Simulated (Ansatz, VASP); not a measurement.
## Two plane-wave programs on LiF

```xyz
4
Lattice="3.1776 0.0000 0.0000 -1.5888 2.7519 0.0000 0.0000 0.0000 4.7438" Properties=species:S:1:pos:R:3 pbc="T T T"
Li    0.0000    1.8346    1.7109
Li    1.5888    0.9173    4.0828
F     0.0000    1.8346    4.7150
F     1.5888    0.9173    2.3431
```

Alike in both runs: task single point; functional PBE; k mesh 9 × 9 × 6; occupations gaussian, width 0.05 eV; no spin polarisation.

|  | VASP | Ansatz |
| --- | --- | --- |
| version | VASP 6.6.1 | Ansatz 0.2.0 |
| potentials or method | VASP PAW PBE potentials, release 64 (Li_sv, F), cutoff 520 eV | scalar-relativistic, plane waves, PAW |
| valence electrons in the cell | 20 | 20 |

```tsv
	VASP	Ansatz	Ansatz less VASP
gap on the k mesh at the Fermi level (eV)	7.63	7.65	+0.012
least direct gap on the mesh (eV)	7.63	7.65	+0.012
rms of the force components (eV/Å)	0.399	0.380	-0.0196
```

Atom by atom the forces differ by 0.020 eV/Å (rms over components).

Noted on VASP's run: the cutoff is short for stress, so the pressure is rough.
